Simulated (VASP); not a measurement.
# Sr (Fd-3m) in VASP: further runs

Runs on Sr. Level: PBEsol. Tasks: single point.

Everything below comes from runs of VASP 6.6.1. Logs are shortened: lines on timing, memory, paths and dates and some standing lists are left out, and cuts for length are marked.

### Step 1. The cell of the first run

Symmetry: Fd-3m, No. 227, cubic system. The conventional cell has a = 8.053 Å, b = 8.053 Å, c = 8.053 Å, α = 90.00°, β = 90.00°, γ = 90.00°. Sr (site symmetry -43m) has 4 Sr at 3.49 Å within 4.6 Å.

This isn't the form of Sr at room conditions, which is fcc.

### Step 2. Single point, PBEsol

INCAR

```
PREC = Accurate
ENCUT = 520
EDIFF = 1E-6
ISMEAR = 0
SIGMA = 0.1
LREAL = False
LASPH = True
NELM = 60
ALGO = Normal
ISIF = 2
LWAVE = False
LCHARG = False
GGA = PS
NBANDS = 17
```

KPOINTS

```
Automatic mesh
0
Gamma
  4 4 4
```

POSCAR

```
Sr
1.0
    0.0000000000      4.0263327112      4.0263327112
    4.0263327112      0.0000000000      4.0263327112
    4.0263327112      4.0263327112      0.0000000000
Sr
2
Direct
    0.5000000000      0.5000000000      0.5000000000
    0.7500000000      0.7500000000      0.7500000000
```

Potentials or basis: VASP PAW PBE potentials, release 64 (Sr_sv).

Run with:

```console
$ cat potpaw_PBE.64/Sr_sv/POTCAR > POTCAR
$ mpirun -np 1 vasp_std > vasp.out
```

OUTCAR:

```text
PREC = Accurate
   ENCUT = 520
   EDIFF = 1E-6
   ISMEAR = 0
   LREAL = False
   LASPH = True
   NELM = 60
   ISIF = 2
   GGA = PS

 ion  position               nearest neighbor table
   1  0.500  0.500  0.500-   2 3.49   2 3.49   2 3.49   2 3.49
   2  0.750  0.750  0.750-   1 3.49   1 3.49   1 3.49   1 3.49

  LATTYP: Found a face centered cubic cell.
 ALAT       =     8.0526654224

  Lattice vectors:

 A1 = (   0.0000000000,   4.0263327112,   4.0263327112)
 A2 = (   4.0263327112,   0.0000000000,   4.0263327112)
 A3 = (   4.0263327112,   4.0263327112,   0.0000000000)

Analysis of symmetry for initial positions (statically):
=====================================================================
 Subroutine PRICEL returns:
 Original cell was already a primitive cell.

 Routine SETGRP: Setting up the symmetry group for a
 face centered cubic supercell.

 Subroutine GETGRP returns: Found 48 space group operations
 (whereof 24 operations were pure point group operations)
 out of a pool of 48 trial point group operations.

The static configuration has the point symmetry T_d .
 The point group associated with its full space group is O_h .

Analysis of symmetry for dynamics (positions and initial velocities):
=====================================================================
 Subroutine PRICEL returns:
 Original cell was already a primitive cell.

 Routine SETGRP: Setting up the symmetry group for a
 face centered cubic supercell.

 Subroutine GETGRP returns: Found 48 space group operations
 (whereof 24 operations were pure point group operations)
 out of a pool of 48 trial point group operations.

The dynamic configuration has the point symmetry T_d .
 The point group associated with its full space group is O_h .

 Subroutine INISYM returns: Found 48 space group operations
 (whereof 24 operations are pure point group operations),
 and found     1 'primitive' translations

----------------------------------------------------------------------------------------

                                     Primitive cell

  volume of cell :     130.5446

  direct lattice vectors                    reciprocal lattice vectors
     0.000000000  4.026332711  4.026332711    -0.124182485  0.124182485  0.124182485
     4.026332711  0.000000000  4.026332711     0.124182485 -0.124182485  0.124182485
     4.026332711  4.026332711  0.000000000     0.124182485  0.124182485 -0.124182485
[... 64 lines left out ...]
   LASPH  =      T    aspherical Exc in radial PAW
   ENCUT  =  520.0 eV  38.22 Ry    6.18 a.u.  10.59 10.59 10.59*2*pi/ulx,y,z
   NELM   =     60;   NELMIN=  2; NELMDL= -5     # of ELM steps
   EDIFF  = 0.1E-05   stopping-criterion for ELM
   LREAL  =      F    real-space projection
   EDIFFG = 0.1E-04   stopping-criterion for IOM
   NSW    =      0    number of steps for IOM
   IBRION =     -1    ionic relax: 0-MD 1-quasi-New 2-CG
   NFREE  =      0    steps in history (QN), initial steepest desc. (CG)
   ISIF   =      2    stress and relaxation
   ISYM   =      2    0-nonsym 1-usesym 2-fastsym
   POTIM  = 0.5000    time-step for ionic-motion
   TEBEG  =    0.0;   TEEND  =   0.0 temperature during run
   PSTRESS=    0.0 pullay stress
   NELECT =      20.0000    total number of electrons
   NUPDOWN=      -1.0000    fix difference up-down
   EMIN   =  10.00;   EMAX   =-10.00  energy-range for DOS
   EFERMI =   0.00;   METHOD = LEGACY
   ISMEAR =     0;   SIGMA  =   0.10  broadening in eV -4-tet -1-fermi 0-gaus
   EFERMI_NEDOS =   21; number of points for ismear=-14 and -15
   IALGO  =     38    algorithm
   IMIX   =      4    mixing-type and parameters
     AMIX     =   0.40;   BMIX     =  1.00
     AMIX_MAG =   1.60;   BMIX_MAG =  1.00
  volume/ion in A,a.u.               =      65.27       440.48
  Fermi-wavevector in a.u.,A,eV,Ry     =   0.875989  1.655379 10.440515  0.767356
  Thomas-Fermi vector in A             =   1.995736
   LORBIT       =      0    0 simple, 1 ext, 2 COOP (PROOUT), +10 PAW based schemes
   GGA     = PS    functional components
   LHFCALC =     F    Hartree Fock is set to
   AEXX    =    0.0000 exact exchange contribution
   IVDW    =     0    specifies the selected vdW correction
   LEPSILON=     F    determine dielectric tensor
   LRPA    =     F    only Hartree local field effects (RPA)
 non-spin polarized calculation
 Gauss-broadening in eV      SIGMA  =   0.10
  energy-cutoff  :      520.00
  volume of cell :      130.54
 maximum number of plane-waves:      3527
   NGX = 21   NGY = 21   NGZ = 21

 number of electron      20.0000000 magnetization

 Free energy of the ion-electron system (eV)
  ---------------------------------------------------
  ext. energy  EPLUGINS =         0.00000000
  ---------------------------------------------------
  free energy    TOTEN  =        -1.26688137 eV

  energy without entropy =       -1.23883622  energy(sigma->0) =       -1.25285879

 E-fermi :   0.7605     XC(G=0):  -6.8203

 val. band max:        0.7589582216   @ k =   0.2500   0.2500   0.0000
 cond. band min:       0.8057010368   @ k =  -0.2500   0.2500   0.0000
 fundamental gap:      0.0467428151
 Fermi energy:         0.7605406626

 k-point     1 :       0.0000    0.0000    0.0000
  band No.  band energies     occupation
      1     -36.3669      2.00000
      2     -36.2493      2.00000
      3     -18.5037      2.00000
      4     -18.5037      2.00000
      5     -18.5037      2.00000
      6     -18.1679      2.00000
[... 137 lines left out ...]
      4     -18.5793      2.00000
      5     -18.3396      2.00000
      6     -18.3396      2.00000
[... 9 lines left out ...]
     16       2.2290      0.00000
     17       3.9370      0.00000

------------------------ aborting loop because EDIFF is reached ----------------------------------------

  FORCE on cell =-STRESS in cart. coord.  units (eV):
  Direction    XX          YY          ZZ          XY          YZ          ZX
  --------------------------------------------------------------------------------------
  -------------------------------------------------------------------------------------
  Total        1.4019275      1.4019275      1.4019275     -0.0000000      0.0000000     -0.0000000
  in kB       17.2058907     17.2058907     17.2058907     -0.0000000      0.0000000     -0.0000000
  external PRESSURE =      17.2058907 kB  Pullay stress =       0.0000000 kB

 VOLUME and BASIS-vectors are now :
 -----------------------------------------------------------------------------
  energy-cutoff  :      520.00
  volume of cell :      130.54
      direct lattice vectors                 reciprocal lattice vectors
     0.000000000  4.026332711  4.026332711    -0.124182485  0.124182485  0.124182485
     4.026332711  0.000000000  4.026332711     0.124182485 -0.124182485  0.124182485
     4.026332711  4.026332711  0.000000000     0.124182485  0.124182485 -0.124182485

 POSITION                                       TOTAL-FORCE (eV/Angst)
 -----------------------------------------------------------------------------------
      4.02633      4.02633      4.02633         0.000000     -0.000000      0.000000
      6.03950      6.03950      6.03950        -0.000000      0.000000     -0.000000
 -----------------------------------------------------------------------------------
    total drift:                               -0.000000     -0.000000      0.000000

  FREE ENERGIE OF THE ION-ELECTRON SYSTEM (eV)
  ---------------------------------------------------
  free  energy   TOTEN  =        -1.2668813729 eV

  energy  without entropy=       -1.2388362153  energy(sigma->0) =       -1.25285879
```

OSZICAR:

```text
N       E                     dE             d eps       ncg     rms          rms(c)
DAV:   1     0.105158596303E+03    0.10516E+03   -0.91248E+03   272   0.963E+02
DAV:   2     0.754895657713E+01   -0.97610E+02   -0.96383E+02   369   0.217E+02
DAV:   3    -0.997441778469E+00   -0.85464E+01   -0.84071E+01   486   0.450E+01
DAV:   4    -0.126699588337E+01   -0.26955E+00   -0.26930E+00   356   0.767E+00
DAV:   5    -0.127687108377E+01   -0.98752E-02   -0.98749E-02   433   0.105E+00    0.144E+01
DAV:   6    -0.127012755816E+01    0.67435E-02   -0.85955E-03   357   0.836E-01    0.825E+00
DAV:   7    -0.126660312865E+01    0.35244E-02   -0.18614E-02   449   0.107E+00    0.243E-01
DAV:   8    -0.126680423210E+01   -0.20110E-03   -0.66648E-04   381   0.137E-01    0.922E-02
DAV:   9    -0.126687396539E+01   -0.69733E-04   -0.95387E-05   394   0.608E-02    0.443E-02
DAV:  10    -0.126688146768E+01   -0.75023E-05   -0.16917E-05   345   0.245E-02    0.209E-02
DAV:  11    -0.126688137292E+01    0.94760E-07   -0.53360E-07   196   0.423E-03
   1 F= -.12668814E+01 E0= -.12528588E+01  d E =-.280452E-01
```

It took 38 s on 1 thread of Intel Xeon 8259CL, shared host; peak memory 0.22 GiB.

Results:

| Quantity | Value |
| --- | --- |
| Free energy | -1.2669 eV |
| Pressure | 1.7 GPa |
| Band gap on the k mesh | zero (bands 10 and 11 overlap by 1.07 eV) |

Caveat: the PAW data sets were made with another functional, which shifts forces and pressure a little.

### Step 3. Single point, PBEsol

This run uses another cell than the first one, of 103.02 Å³/atom.

INCAR

```
SYSTEM = Sr
PREC = Accurate
ENCUT = 520
EDIFF = 1E-6
ISMEAR = 0
SIGMA = 0.1
LREAL = .False.
LASPH = .True.
NELM = 80
ALGO = Fast
ISIF = 2
LWAVE = .False.
LCHARG = .False.
GGA = PS
NBANDS = 17
```

KPOINTS

```
Automatic mesh
0
Gamma
  10 10 10
  0 0 0
```

POSCAR

```
Sr
1.0
    0.0000000000      4.6878108708      4.6878108708
    4.6878108708      0.0000000000      4.6878108708
    4.6878108708      4.6878108708      0.0000000000
Sr
2
Direct
    0.5000000000      0.5000000000      0.5000000000
    0.7500000000      0.7500000000      0.7500000000
```

Potentials or basis: VASP PAW PBE potentials, release 64 (Sr_sv).

Run with:

```console
$ cat potpaw_PBE.64/Sr_sv/POTCAR > POTCAR
$ mpirun -np 1 vasp_std > vasp.out
```

It took 8 min on 1 thread of Intel Xeon 8259CL, shared host; peak memory 0.38 GiB.

The run converged. Its results:

| Property | Result |
| --- | --- |
| Free energy | -1.6142 eV |
| Pressure | 0.0 GPa |
| Band gap on the k mesh | zero (bands 10 and 11 overlap by 0.78 eV) |

Levels at points of the mesh, in eV from the Fermi level:
| k point | band 8 | band 9 | band 10 | band 11 | band 12 | band 13 |
| --- | --- | --- | --- | --- | --- | --- |
| (0.00, 0.00, 0.00) | -19.45 | -2.75 | 0.67 | 0.67 | 0.67 | 0.86 |
| (0.50, 0.00, 0.00) | -19.44 | -1.81 | -0.75 | 0.65 | 0.70 | 0.70 |
| (0.50, 0.50, 0.00) | -19.43 | -1.05 | -1.05 | 0.14 | 0.14 | 0.85 |

Caveat: the PAW data sets were made with another functional, which shifts forces and pressure a little.

### Step 4. Single point, PBEsol

This run uses another cell than the first one, of 103.02 Å³/atom.

INCAR

```
SYSTEM = Sr
PREC = Accurate
ENCUT = 520
EDIFF = 1E-6
ISMEAR = 0
SIGMA = 0.1
LREAL = .FALSE.
LASPH = .TRUE.
NELM = 100
ALGO = Fast
ISIF = 2
LWAVE = .FALSE.
LCHARG = .FALSE.
GGA = PS
NBANDS = 17
```

KPOINTS

```
Automatic mesh
0
G
  12 12 12
  0 0 0
```

POSCAR is that of step 3.

Run with:

```console
$ cat potpaw_PBE.64/Sr_sv/POTCAR > POTCAR
$ mpirun -np 1 vasp_std > vasp.out
```

Wall time 11 min (1 thread of Intel Xeon 8259CL, shared host); peak memory 0.44 GiB.

Results (log left out):

- Free energy: -1.6143 eV
- Pressure: 0.0 GPa
- Band gap on the k mesh: zero (bands 10 and 11 overlap by 0.78 eV)

Levels at points of the mesh, in eV from the Fermi level:
| k point | band 6 | band 7 | band 8 | band 9 | band 10 | band 11 | band 12 | band 13 | band 14 | band 15 |
| --- | --- | --- | --- | --- | --- | --- | --- | --- | --- | --- |
| (0.00, 0.00, 0.00) | -19.45 | -19.45 | -19.45 | -2.75 | 0.67 | 0.67 | 0.67 | 0.86 | 0.86 | 1.43 |
| (0.50, 0.00, 0.00) | -19.46 | -19.44 | -19.44 | -1.81 | -0.75 | 0.65 | 0.70 | 0.70 | 0.86 | 0.86 |
| (0.50, 0.50, 0.00) | -19.49 | -19.43 | -19.43 | -1.05 | -1.05 | 0.14 | 0.14 | 0.85 | 0.85 | 1.43 |

Caveat: the PAW data sets were made with another functional, which shifts forces and pressure a little.

### Step 5. Overview

```tsv
cell	k mesh	gap on the mesh (eV)	pressure (GPa)
a = 5.694 Å, angles 60.0°, 2 atoms	4 × 4 × 4	none	1.7
a = 6.630 Å, angles 60.0°, 2 atoms	10 × 10 × 10	none	0.0
a = 6.630 Å, angles 60.0°, 2 atoms	12 × 12 × 12	none	0.0
```

Alike in all rows: task single point; level PBEsol; potentials or basis VASP PAW PBE potentials, release 64 (Sr_sv); no spin polarisation; cutoff (eV) 520; smearing gaussian 0.1 eV.

Caveats: the PAW data sets were made with another functional, which shifts forces and pressure a little.

Total energies depend on the potentials used, so only differences within one code and one set of settings carry meaning.

The gap in the log of VASP goes by the Fermi energy; the results here count the filled bands.